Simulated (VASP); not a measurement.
## Cd8H: single point with PBE

The system is Cd8H.

```
Cd H
1.0
     6.08120    0.00000    0.00000
    -3.04060    5.26648    0.00000
     0.00000    0.00000    5.95630
Cd H
8 1
Direct
  0.16809 0.33619 0.23340
  0.16809 0.83191 0.23340
  0.66667 0.33333 0.26978
  0.66381 0.83191 0.23340
  0.33619 0.16809 0.76660
  0.33333 0.66667 0.73022
  0.83191 0.16809 0.76660
  0.83191 0.66381 0.76660
  0.00000 0.00000 0.50000
```

```yaml
Program: VASP 6.6.1
Task: single point
Functional: PBE
Potentials_or_basis: VASP PAW PBE potentials, release 64 (Cd, H)
Cutoff: 520 eV
k_mesh: 6 × 6 × 6
Occupations: gaussian, width 0.1 eV
Spin: no spin polarisation
```

| Item | Value |
| --- | --- |
| Pressure | 0.3 GPa |
| Largest force | 0.010 eV/Å |
| Band gap on the k mesh | zero (an odd number of electrons rules out a gap without spin polarisation) |

Forces in eV/Å, atoms in the order of the input:
```
Cd   0.000 -0.003 -0.001
Cd  -0.002  0.001 -0.001
Cd   0.000  0.000  0.010
Cd   0.002  0.001 -0.001
Cd  -0.002 -0.001  0.001
Cd   0.000  0.000 -0.010
Cd   0.002 -0.001  0.001
Cd   0.000  0.003  0.001
H    0.000  0.000  0.000
```

Stress tensor (GPa, compression positive):
```
0.36 0.00 0.00
0.00 0.36 0.00
0.00 0.00 0.04
```

Levels at points of the mesh, in eV from the Fermi level:
```csv
k point,band 47,band 48,band 49,band 50,band 51,band 52
"(0.00, 0.00, 0.00)",-1.88,-1.88,-1.85,1.26,1.48,1.48
"(0.50, 0.00, 0.00)",-2.18,-1.02,0.27,0.36,1.10,2.07
"(0.00, 0.00, 0.50)",-1.41,-1.41,-0.58,-0.34,-0.25,-0.25
"(0.50, 0.00, 0.50)",-2.47,-2.30,1.30,3.37,3.39,3.41
```

Wall time 8.1 min on 1 thread of Intel Xeon 8259CL, with other jobs on the host, peak memory 0.48 GiB.
